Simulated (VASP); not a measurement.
# MoS2 (P6_3/mmc) in VASP: a series of runs

Runs on MoS2. Level: PBEsol. Tasks: single point.

All numbers are computed with VASP 6.6.1; they aren't measurements. Logs are shortened: lines on timing, memory, paths and dates and some standing lists are left out, and cuts for length are marked.

### Step 1. The cell of the first run

Symmetry: P6_3/mmc, No. 194, hexagonal system. The conventional cell has a = 2.985 Å, b = 2.985 Å, c = 12.947 Å, α = 90.00°, β = 90.00°, γ = 120.00°. Mo (site symmetry -6m2) has 6 S at 2.36 Å and 6 Mo at 2.98 Å within 3.1 Å. S (site symmetry 3m) has 3 Mo at 2.36 Å and 7 S at 2.98 to 3.21 Å within 3.3 Å.

### Step 2. Single point, PBEsol

Input file INCAR:

```
SYSTEM = MoS2
ALGO = Normal ; EDIFF = 1E-6
ENCUT = 520 ; GGA = PS
ISIF = 2 ; ISMEAR = 1
LASPH = .True. ; LCHARG = .False.
LREAL = .False. ; LWAVE = .False.
NBANDS = 35 ; NELM = 80
PREC = Accurate ; SIGMA = 0.175
```

Input file KPOINTS:

```
k-points
0
Gamma
  12 12 2
  0 0 0
```

Input file POSCAR:

```
MoS2
1.0
    2.9846000000      0.0000000000      0.0000000000
   -1.4923000000      2.5847394201      0.0000000000
    0.0000000000      0.0000000000     12.9474000000
Mo S
2 4
Direct
    0.3333333333      0.6666666667      0.2500000000
    0.6666666667      0.3333333333      0.7500000000
    0.3333333333      0.6666666667      0.6259932117
    0.6666666667      0.3333333333      0.1259932117
    0.3333333333      0.6666666667      0.8740067883
    0.6666666667      0.3333333333      0.3740067883
```

Potentials or basis: VASP PAW PBE potentials, release 64 (Mo_sv, S).

Command:

```sh
cat potpaw_PBE.64/Mo_sv/POTCAR potpaw_PBE.64/S/POTCAR > POTCAR
mpirun -np 1 vasp_std > vasp.out
```

OUTCAR:

```text
SYSTEM = MoS2
   EDIFF = 1E-6
   ENCUT = 520
   GGA = PS
   ISIF = 2
   ISMEAR = 1
   LASPH = .True.
   LREAL = .False.
   NELM = 80
   PREC = Accurate

 ion  position               nearest neighbor table
   1  0.333  0.667  0.250-   4 2.36   6 2.36   4 2.36   6 2.36   4 2.36   6 2.36
   2  0.667  0.333  0.750-   3 2.36   5 2.36   3 2.36   5 2.36   3 2.36   5 2.36
   3  0.333  0.667  0.626-   2 2.36   2 2.36   2 2.36
   4  0.667  0.333  0.126-   1 2.36   1 2.36   1 2.36
   5  0.333  0.667  0.874-   2 2.36   2 2.36   2 2.36
   6  0.667  0.333  0.374-   1 2.36   1 2.36   1 2.36

  LATTYP: Found a hexagonal cell.
 ALAT       =     2.9846000000
 C/A-ratio  =     4.3380687529

  Lattice vectors:

 A1 = (   2.9846000000,   0.0000000000,   0.0000000000)
 A2 = (  -1.4923000000,   2.5847394201,   0.0000000000)
 A3 = (   0.0000000000,   0.0000000000,  12.9474000000)

Analysis of symmetry for initial positions (statically):
=====================================================================
 Subroutine PRICEL returns:
 Original cell was already a primitive cell.

 Routine SETGRP: Setting up the symmetry group for a
 hexagonal supercell.

 Subroutine GETGRP returns: Found 24 space group operations
 (whereof 12 operations were pure point group operations)
 out of a pool of 24 trial point group operations.

The static configuration has the point symmetry D_3d.
 The point group associated with its full space group is D_6h.

Analysis of symmetry for dynamics (positions and initial velocities):
=====================================================================
 Subroutine PRICEL returns:
 Original cell was already a primitive cell.

 Routine SETGRP: Setting up the symmetry group for a
 hexagonal supercell.

 Subroutine GETGRP returns: Found 24 space group operations
 (whereof 12 operations were pure point group operations)
 out of a pool of 24 trial point group operations.

The dynamic configuration has the point symmetry D_3d.
 The point group associated with its full space group is D_6h.

 Subroutine INISYM returns: Found 24 space group operations
 (whereof 12 operations are pure point group operations),
 and found     1 'primitive' translations

----------------------------------------------------------------------------------------

                                     Primitive cell

  volume of cell :      99.8816

  direct lattice vectors                    reciprocal lattice vectors
     2.984600000  0.000000000  0.000000000     0.335053273  0.193443098  0.000000000
    -1.492300000  2.584739420  0.000000000     0.000000000  0.386886195  0.000000000
     0.000000000  0.000000000 12.947400000     0.000000000  0.000000000  0.077235584

  length of vectors
     2.984600000  2.984600000 12.947400000     0.386886195  0.386886195  0.077235584

  position of ions in fractional coordinates (direct lattice)
     0.333333333  0.666666667  0.250000000
     0.666666667  0.333333333  0.750000000
     0.333333333  0.666666667  0.625993212
     0.666666667  0.333333333  0.125993212
     0.333333333  0.666666667  0.874006788
     0.666666667  0.333333333  0.374006788

  ion indices of the primitive-cell ions
   primitive index   ion index
                 1           1
                 2           2
                 3           3
                 4           4
                 5           5
                 6           6

----------------------------------------------------------------------------------------

 KPOINTS: k-points

Automatic generation of k-mesh.
 Grid dimensions read from file:
 generate k-points for:   12   12    2

 Generating k-lattice:

  Cartesian coordinates                     Fractional coordinates (reciprocal lattice)
     0.027921106  0.016120258  0.000000000     0.083333333  0.000000000  0.000000000
     0.000000000  0.032240516  0.000000000     0.000000000  0.083333333  0.000000000
     0.000000000  0.000000000  0.038617792     0.000000000  0.000000000  0.500000000

  Length of vectors
     0.032240516  0.032240516  0.038617792

  Shift w.r.t. Gamma in fractional coordinates (k-lattice)
     0.000000000  0.000000000  0.000000000

 Subroutine IBZKPT returns following result:
 ===========================================

 Found     38 irreducible k-points:

 Following reciprocal coordinates:
            Coordinates               Weight
  0.000000  0.000000  0.000000      1.000000
  0.083333 -0.000000  0.000000      6.000000
  0.166667 -0.000000  0.000000      6.000000
  0.250000 -0.000000  0.000000      6.000000
  0.333333 -0.000000  0.000000      6.000000
  0.416667  0.000000  0.000000      6.000000
[... 16 lines left out ...]
  0.250000 -0.000000  0.500000      6.000000
  0.333333 -0.000000  0.500000      6.000000
 [... further k-points ...]
   k-points           NKPTS =     38   k-points in BZ     NKDIM =     38   number of bands    NBANDS=     35
   number of dos      NEDOS =    301   number of ions     NIONS =      6
   total plane-waves  NPLWV =  55296
   dimension x,y,z NGX =    24 NGY =   24 NGZ =   96
   dimension x,y,z NGXF=    48 NGYF=   48 NGZF=  192
   ions per type =               2   4
   NGX,Y,Z   is equivalent  to a cutoff of  13.37, 13.37, 12.33 a.u.
   NGXF,Y,Z  is equivalent  to a cutoff of  26.74, 26.74, 24.65 a.u.
 SYSTEM =  MoS2
   PREC   = accura    normal or accurate (medium, high low for compatibility)
   ISTART =      0    job   : 0-new  1-cont  2-samecut
   ICHARG =      2    charge: 1-file 2-atom 10-const
   ISPIN  =      1    spin polarized calculation?
   LNONCOLLINEAR =      F non collinear calculations
   LSORBIT =      F    spin-orbit coupling
   LASPH  =      T    aspherical Exc in radial PAW
   ENCUT  =  520.0 eV  38.22 Ry    6.18 a.u.   5.55  5.55 24.07*2*pi/ulx,y,z
   NELM   =     80;   NELMIN=  2; NELMDL= -5     # of ELM steps
   EDIFF  = 0.1E-05   stopping-criterion for ELM
   LREAL  =      F    real-space projection
   EDIFFG = 0.1E-04   stopping-criterion for IOM
   NSW    =      0    number of steps for IOM
   IBRION =     -1    ionic relax: 0-MD 1-quasi-New 2-CG
   NFREE  =      0    steps in history (QN), initial steepest desc. (CG)
   ISIF   =      2    stress and relaxation
   ISYM   =      2    0-nonsym 1-usesym 2-fastsym
   POTIM  = 0.5000    time-step for ionic-motion
   TEBEG  =    0.0;   TEEND  =   0.0 temperature during run
   PSTRESS=    0.0 pullay stress
   NELECT =      52.0000    total number of electrons
   NUPDOWN=      -1.0000    fix difference up-down
   EMIN   =  10.00;   EMAX   =-10.00  energy-range for DOS
   EFERMI =   0.00;   METHOD = LEGACY
   ISMEAR =     1;   SIGMA  =   0.17  broadening in eV -4-tet -1-fermi 0-gaus
   EFERMI_NEDOS =   21; number of points for ismear=-14 and -15
   IALGO  =     38    algorithm
   IMIX   =      4    mixing-type and parameters
     AMIX     =   0.40;   BMIX     =  1.00
     AMIX_MAG =   1.60;   BMIX_MAG =  1.00
  volume/ion in A,a.u.               =      16.65       112.34
  Fermi-wavevector in a.u.,A,eV,Ry     =   1.316985  2.488741 23.598614  1.734449
  Thomas-Fermi vector in A             =   2.447058
   LORBIT       =      0    0 simple, 1 ext, 2 COOP (PROOUT), +10 PAW based schemes
   GGA     = PS    functional components
   LHFCALC =     F    Hartree Fock is set to
   AEXX    =    0.0000 exact exchange contribution
   IVDW    =     0    specifies the selected vdW correction
   LEPSILON=     F    determine dielectric tensor
   LRPA    =     F    only Hartree local field effects (RPA)
 non-spin polarized calculation
 Methfessel and Paxton  Order N= 1 SIGMA  =   0.17
  energy-cutoff  :      520.00
  volume of cell :       99.88
 maximum number of plane-waves:      2737
 NGX is ok and might be reduce to    24
   NGX = 11   NGY = 11   NGZ = 49

 number of electron      52.0000000 magnetization

 Free energy of the ion-electron system (eV)
  ---------------------------------------------------
  ext. energy  EPLUGINS =         0.00000000
  ---------------------------------------------------
  free energy    TOTEN  =       -46.38364290 eV

  energy without entropy =      -46.38754453  energy(sigma->0) =      -46.38494345

 E-fermi :   7.6879     XC(G=0): -11.2672

 val. band max:        7.6141228371   @ k =   0.3333   0.3333   0.5000
 cond. band min:       7.6976196511   @ k =   0.3333   0.3333   0.0000
 fundamental gap:      0.0834968140
 Fermi energy:         7.6878920540

 k-point     1 :       0.0000    0.0000    0.0000
  band No.  band energies     occupation
      1     -52.9446      2.00000
      2     -52.9445      2.00000
      3     -27.2811      2.00000
      4     -27.2810      2.00000
      5     -26.7709      2.00000
      6     -26.7709      2.00000
[... 27 lines left out ...]
     34      11.1593     -0.00000
     35      14.8702      0.00000

 k-point     2 :       0.0833   -0.0000    0.0000
  band No.  band energies     occupation
      1     -52.9388      2.00000
      2     -52.9388      2.00000
      3     -27.2712      2.00000
      4     -27.2711      2.00000
      5     -26.8201      2.00000
      6     -26.8201      2.00000
[... 27 lines left out ...]
     34      11.1881      0.00000
     35      15.4596      0.00000

 k-point     3 :       0.1667   -0.0000    0.0000
  band No.  band energies     occupation
      1     -52.9230      2.00000
      2     -52.9230      2.00000
      3     -27.2440      2.00000
      4     -27.2439      2.00000
      5     -26.9529      2.00000
      6     -26.9529      2.00000
[... 27 lines left out ...]
     34      11.6465      0.00000
     35      15.9136      0.00000
[... 723 lines left out ...]
 k-point    23 :       0.2500   -0.0000    0.5000
  band No.  band energies     occupation
      1     -52.9013      2.00000
      2     -52.9013      2.00000
      3     -27.2066      2.00000
      4     -27.2066      2.00000
      5     -27.1304      2.00000
      6     -27.1304      2.00000
[... 27 lines left out ...]
     34      11.9895      0.00000
     35      15.6896      0.00000

 k-point    24 :       0.3333   -0.0000    0.5000
  band No.  band energies     occupation
      1     -52.8795      2.00000
      2     -52.8795      2.00000
      3     -27.3039      2.00000
      4     -27.3039      2.00000
      5     -27.1690      2.00000
      6     -27.1690      2.00000
[... 27 lines left out ...]
     34      12.2195      0.00000
     35      15.0442      0.00000

 [... further k-points ...]

------------------------ aborting loop because EDIFF is reached ----------------------------------------

  FORCE on cell =-STRESS in cart. coord.  units (eV):
  Direction    XX          YY          ZZ          XY          YZ          ZX
  --------------------------------------------------------------------------------------
  -------------------------------------------------------------------------------------
  Total       10.7843455     10.7843455      1.4502881      0.0000000      0.0000000      0.0000000
  in kB      172.9891680    172.9891680     23.2637327      0.0000000      0.0000000      0.0000000
  external PRESSURE =     123.0806896 kB  Pullay stress =       0.0000000 kB

 VOLUME and BASIS-vectors are now :
 -----------------------------------------------------------------------------
  energy-cutoff  :      520.00
  volume of cell :       99.88
      direct lattice vectors                 reciprocal lattice vectors
     2.984600000  0.000000000  0.000000000     0.335053273  0.193443098  0.000000000
    -1.492300000  2.584739420  0.000000000     0.000000000  0.386886195  0.000000000
     0.000000000  0.000000000 12.947400000     0.000000000  0.000000000  0.077235584

 POSITION                                       TOTAL-FORCE (eV/Angst)
 -----------------------------------------------------------------------------------
     -0.00000      1.72316      3.23685        -0.000000     -0.000000      0.000000
      1.49230      0.86158      9.71055         0.000000      0.000000      0.000000
     -0.00000      1.72316      8.10498         0.000000      0.000000     -0.248997
      1.49230      0.86158      1.63128        -0.000000      0.000000     -0.248997
     -0.00000      1.72316     11.31612         0.000000      0.000000      0.248997
      1.49230      0.86158      4.84242        -0.000000      0.000000      0.248997
 -----------------------------------------------------------------------------------
    total drift:                               -0.000000      0.000000     -0.000000

  FREE ENERGIE OF THE ION-ELECTRON SYSTEM (eV)
  ---------------------------------------------------
  free  energy   TOTEN  =       -46.3836429047 eV

  energy  without entropy=      -46.3875445300  energy(sigma->0) =      -46.38494345
```

Wall time 2.1 min (1 thread of AMD EPYC 9R14 (Zen 4), shared host); peak memory 0.24 GiB.

What came out:

```yaml
Free_energy: -46.3836 eV
Pressure: 12.3 GPa
Largest_force: 0.249 eV/Å
Band_gap_on_the_k_mesh: 1.22 eV (least direct gap 2.06 eV)
```

Forces in eV/Å, atoms in the order of the input:
```
Mo   0.000  0.000  0.000
Mo   0.000  0.000  0.000
S    0.000  0.000 -0.249
S    0.000  0.000 -0.249
S    0.000  0.000  0.249
S    0.000  0.000  0.249
```

Stress tensor (GPa, compression positive):
```
17.30  0.00  0.00
 0.00 17.30  0.00
 0.00  0.00  2.33
```

Caveat: the stress differs along the axes, from 2 to 17 GPa; the PAW data sets were made with another functional, which shifts forces and pressure a little; this functional lacks dispersion, which binds layers or chains, so the pressure and a relaxed spacing across them are unreliable.

### Step 3. Single point, PBEsol

This run uses another cell than the first one, of 16.68 Å³/atom.

Input file INCAR:

```
SYSTEM = MoS2
ALGO = Normal
EDIFF = 1E-6
ENCUT = 520
GGA = PS
ISIF = 2
ISMEAR = 1
LASPH = .True.
LCHARG = .False.
LREAL = .False.
LWAVE = .False.
NBANDS = 35
NELM = 100
PREC = Accurate
SIGMA = 0.129
```

KPOINTS is that of step 2.

Edit POSCAR of step 2 so:

```diff
@@ -2,5 +2,5 @@
 1.0
-    2.9846000000      0.0000000000      0.0000000000
-   -1.4923000000      2.5847394201      0.0000000000
-    0.0000000000      0.0000000000     12.9474000000
+    3.0788000000      0.0000000000      0.0000000000
+   -1.5394000000      2.6663190132      0.0000000000
+    0.0000000000      0.0000000000     12.1932000000
 Mo S
```

Potentials or basis: VASP PAW PBE potentials, release 64 (Mo_sv, S).

Command:

```sh
cat potpaw_PBE.64/Mo_sv/POTCAR potpaw_PBE.64/S/POTCAR > POTCAR
mpirun -np 1 vasp_std > vasp.out
```

Wall time 2.1 min (1 thread of AMD EPYC 9R14 (Zen 4), shared host); peak memory 0.24 GiB.

Results (log left out):

| Item | Value |
| --- | --- |
| Free energy | -46.6201 eV |
| Pressure | 12.8 GPa |
| Largest force | 1.466 eV/Å |
| Band gap on the k mesh | 0.90 eV (least direct gap 1.85 eV) |

Forces on the atoms (eV/Å):
```
Mo   0.000  0.000  0.000
Mo   0.000  0.000  0.000
S    0.000  0.000 -1.466
S    0.000  0.000 -1.466
S    0.000  0.000  1.466
S    0.000  0.000  1.466
```

Stress tensor (GPa, compression positive):
```
11.73  0.00  0.00
 0.00 11.73  0.00
 0.00  0.00 14.87
```

Levels at points of the mesh, in eV from the valence-band top:
```csv
k point,band 22,band 23,band 24,band 25,band 26,band 27,band 28,band 29,band 30,band 31
"(0.00, 0.00, 0.00)",-2.38,-2.38,-1.39,-1.36,0.00,2.29,2.29,2.31,2.31,2.63
"(0.50, 0.00, 0.00)",-2.65,-1.78,-1.61,-1.56,-1.45,1.79,1.84,2.22,2.53,3.06
"(0.00, 0.00, 0.50)",-2.40,-2.40,-2.40,-0.34,-0.34,2.30,2.30,2.30,2.30,2.71
"(0.50, 0.00, 0.50)",-2.78,-1.70,-1.70,-1.50,-1.50,1.81,1.81,2.39,2.39,3.39
```

Caveat: the cell stands under pressure; the PAW data sets were made with another functional, which shifts forces and pressure a little; this functional lacks dispersion, which binds layers or chains, so the pressure and a relaxed spacing across them are unreliable.

### Step 4. Single point, PBEsol

Input file INCAR:

```
PREC = Accurate ; ENCUT = 520
EDIFF = 1E-7 ; ISMEAR = 1
SIGMA = 0.171 ; LREAL = False
LASPH = True ; NELM = 80
ALGO = Normal ; ISIF = 2
LWAVE = False ; LCHARG = False
GGA = PS ; NBANDS = 35
```

Input file KPOINTS:

```
regular mesh
0
Gamma
  12 12 2
```

Edit POSCAR of step 3 so:

```diff
@@ -2,5 +2,5 @@
 1.0
-    3.0788000000      0.0000000000      0.0000000000
-   -1.5394000000      2.6663190132      0.0000000000
-    0.0000000000      0.0000000000     12.1932000000
+    3.0160000000      0.0000000000      0.0000000000
+   -1.5080000000      2.6119326178      0.0000000000
+    0.0000000000      0.0000000000     12.6960000000
 Mo S
```

Command:

```sh
cat potpaw_PBE.64/Mo_sv/POTCAR potpaw_PBE.64/S/POTCAR > POTCAR
mpirun -np 1 vasp_std > vasp.out
```

Run time: 2.9 min. Hardware: 1 thread of AMD EPYC 9R14 (Zen 4), shared host; peak memory 0.24 GiB.

Results (log left out):

```yaml
Free_energy: -46.5430 eV
Pressure: 12.3 GPa
Largest_force: 0.635 eV/Å
Band_gap_on_the_k_mesh: 1.19 eV (least direct gap 2.22 eV)
```

Forces in eV/Å, atoms in the order of the input:
```
Mo   0.000  0.000  0.000
Mo   0.000  0.000  0.000
S    0.000  0.000 -0.635
S    0.000  0.000 -0.635
S    0.000  0.000  0.635
S    0.000  0.000  0.635
```

Stress tensor (GPa, compression positive):
```
15.27  0.00  0.00
 0.00 15.27  0.00
 0.00  0.00  6.42
```

Levels at points of the mesh, in eV from the valence-band top:
```tsv
k point	band 22	band 23	band 24	band 25	band 26	band 27	band 28	band 29	band 30	band 31
(0.00, 0.00, 0.00)	-1.47	-1.47	-1.40	-1.30	0.00	3.00	3.00	3.02	3.02	3.19
(0.50, 0.00, 0.00)	-2.45	-1.02	-1.01	-0.92	-0.78	2.67	2.69	2.80	3.19	3.50
(0.00, 0.00, 0.50)	-1.48	-1.48	-1.48	-0.35	-0.35	3.01	3.01	3.01	3.01	3.25
(0.50, 0.00, 0.50)	-2.55	-1.01	-1.01	-0.85	-0.85	2.68	2.68	3.00	3.00	3.83
```

Caveat: the stress differs along the axes, from 6 to 15 GPa; the PAW data sets were made with another functional, which shifts forces and pressure a little; this functional lacks dispersion, which binds layers or chains, so the pressure and a relaxed spacing across them are unreliable. A k mesh can miss the band edges.

### Step 5. Overview

| cell | smearing | gap on the mesh (eV) | pressure (GPa) | largest force (eV/Å) |
| --- | --- | --- | --- | --- |
| a = 2.985, b = 2.985, c = 12.947 Å, angles 90.0, 90.0, 120.0°, 6 atoms | methfessel-paxton 0.175 eV | 1.22 | 12.3 | 0.25 |
| a = 3.079, b = 3.079, c = 12.193 Å, angles 90.0, 90.0, 120.0°, 6 atoms | methfessel-paxton 0.129 eV | 0.90 | 12.8 | 1.47 |
| a = 3.016, b = 3.016, c = 12.696 Å, angles 90.0, 90.0, 120.0°, 6 atoms | methfessel-paxton 0.171 eV | 1.19 | 12.3 | 0.64 |

Alike in all rows: task single point; level PBEsol; potentials or basis VASP PAW PBE potentials, release 64 (Mo_sv, S); no spin polarisation; k mesh 12 × 12 × 2; cutoff (eV) 520.

Caveats: the PAW data sets were made with another functional, which shifts forces and pressure a little; this functional lacks dispersion, which binds layers or chains, so the pressure and a relaxed spacing across them are unreliable; the stress differs along the axes, from 2 to 17 GPa (at least some runs); the cell stands under pressure (at least some runs); the stress differs along the axes, from 6 to 15 GPa (at least some runs).

Total energies depend on the potentials used, so only differences within one code and one set of settings carry meaning.

The gap in the log of VASP goes by the Fermi energy; the results here count the filled bands.